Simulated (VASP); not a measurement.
# TePb (Immm) in VASP: single point with PBEsol

Aim: the single point of TePb with PBEsol.

Program: VASP 6.6.1. These are calculated values, not measurements. Logs are shortened: lines on timing, memory, paths and dates and some standing lists are left out, and cuts for length are marked.

### Step 1. The cell of the first run

It takes space group Immm (No. 71, orthorhombic). The conventional cell has a = 4.511 Å, b = 4.585 Å, c = 6.444 Å, α = 90.00°, β = 90.00°, γ = 90.00°. Within 4.2 Å of Pb (site symmetry mmm) lie 6 Te at 3.22 Å. Within 4.2 Å of Te (site symmetry mmm) lie 6 Pb at 3.22 Å.

### Step 2. Single point, PBEsol

The input, INCAR:

```
SYSTEM = TePb
PREC = Accurate ; ENCUT = 500
EDIFF = 1E-6 ; ISMEAR = 0
SIGMA = 0.01 ; LREAL = .FALSE.
LASPH = .TRUE. ; NELM = 120
ALGO = Normal ; ISIF = 2
LWAVE = .FALSE. ; LCHARG = .FALSE.
GGA = PS ; NBANDS = 17
GGA_COMPAT = .FALSE.
```

The input, KPOINTS:

```
regular mesh
0
G
  4 4 4
  0 0 0
```

The input, POSCAR:

```
TePb
1.0
   -0.0262100742      3.2159275046      3.2222347508
    3.2159275046     -0.0262100742      3.2222347508
    3.1897174304      3.1897174304      0.0000000000
Pb Te
1 1
Direct
    0.0000000000      0.0000000000      0.0000000000
    0.5000000000      0.5000000000      0.5000000000
```

Potentials or basis: VASP PAW PBE potentials, release 64 (Pb_d, Te).

The run is started by

```sh
$ cat potpaw_PBE.64/Pb_d/POTCAR potpaw_PBE.64/Te/POTCAR > POTCAR
$ mpirun -np 1 vasp_std > vasp.out
```

OUTCAR:

```text
SYSTEM = TePb
   PREC = Accurate
   ENCUT = 500
   EDIFF = 1E-6
   ISMEAR = 0
   LREAL = .FALSE.
   LASPH = .TRUE.
   NELM = 120
   ISIF = 2
   GGA = PS

 ion  position               nearest neighbor table
   1  0.000  0.000  0.000-   2 3.22   2 3.22   2 3.22   2 3.22   2 3.22   2 3.22
   2  0.500  0.500  0.500-   1 3.22   1 3.22   1 3.22   1 3.22   1 3.22   1 3.22

  LATTYP: Found a body centered orthorhombic cell.
 ALAT       =     4.5109416502
 B/A-ratio  =     1.0164341041
 C/A-ratio  =     1.4286306499

  Lattice vectors:

 A1 = (   0.0262100742,  -3.2159275046,  -3.2222347508)
 A2 = (  -0.0262100742,   3.2159275046,  -3.2222347508)
 A3 = (   3.2159275046,  -0.0262100742,   3.2222347508)

Analysis of symmetry for initial positions (statically):
=====================================================================
 Subroutine PRICEL returns:
 Original cell was already a primitive cell.

 Routine SETGRP: Setting up the symmetry group for a
 body centered orthorhombic supercell.

 Subroutine GETGRP returns: Found  8 space group operations
 (whereof  8 operations were pure point group operations)
 out of a pool of  8 trial point group operations.

The static configuration has the point symmetry D_2h.

Analysis of symmetry for dynamics (positions and initial velocities):
=====================================================================
 Subroutine PRICEL returns:
 Original cell was already a primitive cell.

 Routine SETGRP: Setting up the symmetry group for a
 body centered orthorhombic supercell.

 Subroutine GETGRP returns: Found  8 space group operations
 (whereof  8 operations were pure point group operations)
 out of a pool of  8 trial point group operations.

The dynamic configuration has the point symmetry D_2h.

 Subroutine INISYM returns: Found  8 space group operations
 (whereof  8 operations are pure point group operations),
 and found     1 'primitive' translations

----------------------------------------------------------------------------------------

                                     Primitive cell

  volume of cell :      66.6455

  direct lattice vectors                    reciprocal lattice vectors
    -0.026210074  3.215927505  3.222234751    -0.154219242  0.154219242  0.155171810
     3.215927505 -0.026210074  3.222234751     0.154219242 -0.154219242  0.155171810
     3.189717430  3.189717430  0.000000000     0.156753697  0.156753697 -0.155171810

  length of vectors
     4.552545823  4.552545823  4.510941650     0.267666658  0.267666658  0.270595148

  position of ions in fractional coordinates (direct lattice)
     0.000000000  0.000000000  0.000000000
     0.500000000  0.500000000  0.500000000

  ion indices of the primitive-cell ions
   primitive index   ion index
                 1           1
                 2           2

----------------------------------------------------------------------------------------

 KPOINTS: regular mesh

Automatic generation of k-mesh.
 Grid dimensions read from file:
 generate k-points for:    4    4    4

 Generating k-lattice:

  Cartesian coordinates                     Fractional coordinates (reciprocal lattice)
    -0.038554811  0.038554811  0.038792953     0.250000000 -0.000000000  0.000000000
     0.038554811 -0.038554811  0.038792953    -0.000000000  0.250000000  0.000000000
     0.039188424  0.039188424 -0.038792953     0.000000000  0.000000000  0.250000000

  Length of vectors
     0.066916665  0.066916665  0.067648787

  Shift w.r.t. Gamma in fractional coordinates (k-lattice)
     0.000000000  0.000000000  0.000000000

 Subroutine IBZKPT returns following result:
 ===========================================

 Found     18 irreducible k-points:

 Following reciprocal coordinates:
            Coordinates               Weight
  0.000000  0.000000  0.000000      1.000000
  0.250000  0.000000  0.000000      4.000000
  0.500000  0.000000  0.000000      2.000000
  0.250000  0.250000  0.000000      2.000000
  0.500000  0.250000  0.000000      4.000000
 -0.250000  0.250000  0.000000      2.000000
[... 10 lines left out ...]
  0.250000  0.250000  0.500000      2.000000
 -0.250000  0.250000  0.500000      2.000000
   k-points           NKPTS =     18   k-points in BZ     NKDIM =     18   number of bands    NBANDS=     17
   number of dos      NEDOS =    301   number of ions     NIONS =      2
   total plane-waves  NPLWV =  46656
   dimension x,y,z NGX =    36 NGY =   36 NGZ =   36
   dimension x,y,z NGXF=    72 NGYF=   72 NGZF=   72
   ions per type =               1   1
   NGX,Y,Z   is equivalent  to a cutoff of  13.15, 13.15, 13.27 a.u.
   NGXF,Y,Z  is equivalent  to a cutoff of  26.29, 26.29, 26.53 a.u.
 SYSTEM =  TePb
   PREC   = accura    normal or accurate (medium, high low for compatibility)
   ISTART =      0    job   : 0-new  1-cont  2-samecut
   ICHARG =      2    charge: 1-file 2-atom 10-const
   ISPIN  =      1    spin polarized calculation?
   LNONCOLLINEAR =      F non collinear calculations
   LSORBIT =      F    spin-orbit coupling
   LASPH  =      T    aspherical Exc in radial PAW
   ENCUT  =  500.0 eV  36.75 Ry    6.06 a.u.   8.30  8.30  8.22*2*pi/ulx,y,z
   NELM   =    120;   NELMIN=  2; NELMDL= -5     # of ELM steps
   EDIFF  = 0.1E-05   stopping-criterion for ELM
   LREAL  =      F    real-space projection
   EDIFFG = 0.1E-04   stopping-criterion for IOM
   NSW    =      0    number of steps for IOM
   IBRION =     -1    ionic relax: 0-MD 1-quasi-New 2-CG
   NFREE  =      0    steps in history (QN), initial steepest desc. (CG)
   ISIF   =      2    stress and relaxation
   ISYM   =      2    0-nonsym 1-usesym 2-fastsym
   POTIM  = 0.5000    time-step for ionic-motion
   TEBEG  =    0.0;   TEEND  =   0.0 temperature during run
   PSTRESS=    0.0 pullay stress
   NELECT =      20.0000    total number of electrons
   NUPDOWN=      -1.0000    fix difference up-down
   EMIN   =  10.00;   EMAX   =-10.00  energy-range for DOS
   EFERMI =   0.00;   METHOD = LEGACY
   ISMEAR =     0;   SIGMA  =   0.01  broadening in eV -4-tet -1-fermi 0-gaus
   EFERMI_NEDOS =   21; number of points for ismear=-14 and -15
   IALGO  =     38    algorithm
   IMIX   =      4    mixing-type and parameters
     AMIX     =   0.40;   BMIX     =  1.00
     AMIX_MAG =   1.60;   BMIX_MAG =  1.00
  volume/ion in A,a.u.               =      33.32       224.87
  Fermi-wavevector in a.u.,A,eV,Ry     =   1.096044  2.071222 16.344841  1.201312
  Thomas-Fermi vector in A             =   2.232379
   LORBIT       =      0    0 simple, 1 ext, 2 COOP (PROOUT), +10 PAW based schemes
   GGA     = PS    functional components
   LHFCALC =     F    Hartree Fock is set to
   AEXX    =    0.0000 exact exchange contribution
   IVDW    =     0    specifies the selected vdW correction
   LEPSILON=     F    determine dielectric tensor
   LRPA    =     F    only Hartree local field effects (RPA)
 non-spin polarized calculation
 Gauss-broadening in eV      SIGMA  =   0.01
  energy-cutoff  :      500.00
  volume of cell :       66.65
 maximum number of plane-waves:      1702
 NGX is ok and might be reduce to    36
   NGX = 17   NGY = 17   NGZ = 17

 number of electron      20.0000001 magnetization

 Free energy of the ion-electron system (eV)
  ---------------------------------------------------
  ext. energy  EPLUGINS =         0.00000000
  ---------------------------------------------------
  free energy    TOTEN  =        -8.25128175 eV

  energy without entropy =       -8.25128175  energy(sigma->0) =       -8.25128175

 E-fermi :   5.7832     XC(G=0):  -9.5278

 val. band max:        5.6552753778   @ k =   0.5000   0.0000   0.0000
 cond. band min:       6.2146693010   @ k =  -0.0000  -0.0000   0.5000
 fundamental gap:      0.5593939232
 Fermi energy:         5.7832315083

 k-point     1 :       0.0000    0.0000    0.0000
  band No.  band energies     occupation
      1     -11.0409      2.00000
      2     -11.0400      2.00000
      3     -11.0284      2.00000
      4     -11.0277      2.00000
      5     -11.0275      2.00000
      6      -6.5204      2.00000
[... 9 lines left out ...]
     16      11.4498      0.00000
     17      12.8060      0.00000

 k-point     2 :       0.2500    0.0000    0.0000
  band No.  band energies     occupation
      1     -11.0489      2.00000
      2     -11.0471      2.00000
      3     -11.0262      2.00000
      4     -11.0199      2.00000
      5     -11.0187      2.00000
      6      -5.9946      2.00000
[... 9 lines left out ...]
     16      12.5440      0.00000
     17      15.8051      0.00000

 k-point     3 :       0.5000    0.0000    0.0000
  band No.  band energies     occupation
      1     -11.0575      2.00000
      2     -11.0552      2.00000
      3     -11.0251      2.00000
      4     -11.0104      2.00000
      5     -11.0094      2.00000
      6      -5.0588      2.00000
[... 9 lines left out ...]
     16      14.9072      0.00000
     17      14.9114      0.00000

 k-point     4 :       0.2500    0.2500    0.0000
  band No.  band energies     occupation
      1     -11.0686      2.00000
      2     -11.0340      2.00000
      3     -11.0331      2.00000
      4     -11.0153      2.00000
      5     -11.0139      2.00000
      6      -5.8244      2.00000
[... 9 lines left out ...]
     16      14.0520      0.00000
     17      14.1096      0.00000
[... 223 lines left out ...]
      1     -11.1085      2.00000
      2     -11.0390      2.00000
      3     -11.0283      2.00000
      4     -11.0002      2.00000
      5     -10.9994      2.00000
      6      -4.7778      2.00000
[... 9 lines left out ...]
     16      16.5434      0.00000
     17      16.6110      0.00000

 k-point    17 :       0.2500    0.2500    0.5000
  band No.  band energies     occupation
      1     -11.0600      2.00000
      2     -11.0527      2.00000
      3     -11.0225      2.00000
      4     -11.0140      2.00000
      5     -11.0129      2.00000
      6      -5.2201      2.00000
[... 9 lines left out ...]
     16      14.3232      0.00000
     17      15.0603      0.00000

 k-point    18 :      -0.2500    0.2500    0.5000
  band No.  band energies     occupation
      1     -11.0887      2.00000
      2     -11.0420      2.00000
      3     -11.0215      2.00000
      4     -11.0190      2.00000
      5     -10.9994      2.00000
      6      -4.6164      2.00000
[... 9 lines left out ...]
     16      16.6870      0.00000
     17      16.7139      0.00000

------------------------ aborting loop because EDIFF is reached ----------------------------------------

  FORCE on cell =-STRESS in cart. coord.  units (eV):
  Direction    XX          YY          ZZ          XY          YZ          ZX
  --------------------------------------------------------------------------------------
  -------------------------------------------------------------------------------------
  Total        0.0887959      0.0887959     -0.0232332      0.1134265      0.0000000      0.0000000
  in kB        2.1346786      2.1346786     -0.5585330      2.7268051      0.0000000      0.0000000
  external PRESSURE =       1.2369414 kB  Pullay stress =       0.0000000 kB

 VOLUME and BASIS-vectors are now :
 -----------------------------------------------------------------------------
  energy-cutoff  :      500.00
  volume of cell :       66.65
      direct lattice vectors                 reciprocal lattice vectors
    -0.026210074  3.215927505  3.222234751    -0.154219242  0.154219242  0.155171810
     3.215927505 -0.026210074  3.222234751     0.154219242 -0.154219242  0.155171810
     3.189717430  3.189717430  0.000000000     0.156753697  0.156753697 -0.155171810

 POSITION                                       TOTAL-FORCE (eV/Angst)
 -----------------------------------------------------------------------------------
      0.00000      0.00000      0.00000         0.000000      0.000000      0.000000
      3.18972      3.18972      3.22223        -0.000000     -0.000000     -0.000000
 -----------------------------------------------------------------------------------
    total drift:                               -0.000000      0.000000      0.000000

  FREE ENERGIE OF THE ION-ELECTRON SYSTEM (eV)
  ---------------------------------------------------
  free  energy   TOTEN  =        -8.2512817532 eV

  energy  without entropy=       -8.2512817532  energy(sigma->0) =       -8.25128175
```

Wall time 23 s (1 thread of Intel Xeon Platinum 8559C (Emerald Rapids), shared host); peak memory 0.2 GiB.

Results:

* Free energy: -8.2513 eV
* Pressure: 0.1 GPa
* Band gap on the k mesh: 0.56 eV (least direct gap 0.64 eV)

Stress tensor (GPa, compression positive):
```
 0.21  0.27  0.00
 0.27  0.21  0.00
 0.00  0.00 -0.06
```

Caveat: the k points lie up to 0.43 Å⁻¹ apart; the PAW data sets were made with another functional, which shifts forces and pressure a little; spin-orbit coupling is left out, which moves the levels of the heavy elements.
